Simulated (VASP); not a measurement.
A run of VASP 6.6.1:

Contents of INCAR:

```
ALGO     = Normal         # electronic algorithm
EDIFF    = 1E-6           # SCF threshold, eV
ENCUT    = 700            # plane-wave cutoff, eV
GGA      = CA             # functional
GGA_COMPAT= False        
ISIF     = 2              # what is computed and relaxed
ISMEAR   = -1             # smearing method
ISPIN    = 2              # spin polarisation
LASPH    = True           # aspherical terms in the spheres
LCHARG   = False          # write CHGCAR
LDAU     = True           # DFT+U
LDAUJ    = 0 0          
LDAUL    = 2 -1           # shell
LDAUPRINT= 1            
LDAUTYPE = 2            
LDAUU    = 6.2 0          # U, eV
LMAXMIX  = 4              # l up to which the mixer works
LORBIT   = 11             # projections on sites
LREAL    = False          # projectors in reciprocal space
LWAVE    = False          # write WAVECAR
MAGMOM   = 2 0            # initial moments
NBANDS   = 23             # bands
NELM     = 200            # most SCF steps
PREC     = Accurate       # precision mode
SIGMA    = 0.1            # smearing width, eV
```

Contents of KPOINTS:

```
k-points
0
Gamma
  8 8 8
```

File POSCAR:

```
NiO
1.0
    0.0000000000      2.1004800000      2.1004800000
    2.1004800000      0.0000000000      2.1004800000
    2.1004800000      2.1004800000      0.0000000000
Ni O
1 1
Direct
    0.0000000000      0.0000000000      0.0000000000
    0.5000000000      0.5000000000      0.5000000000
```

Potentials or basis: VASP PAW LDA potentials, release 64 (Ni_sv_GW, O).

Launch:

```sh
$ cat potpaw_LDA.64/Ni_sv_GW/POTCAR potpaw_LDA.64/O/POTCAR > POTCAR
$ mpirun -np 1 vasp_std > vasp.out
```

Hardware: 1 thread of AMD EPYC 7R13 Processor (Zen 3), on a shared host.

Question: How long does it take, and how much memory?

Answer: Wall time 53 s on 1 thread of AMD EPYC 7R13 Processor (Zen 3), with other jobs on the host, peak memory 0.15 GiB. Counts: scf iterations 15, k points 29.
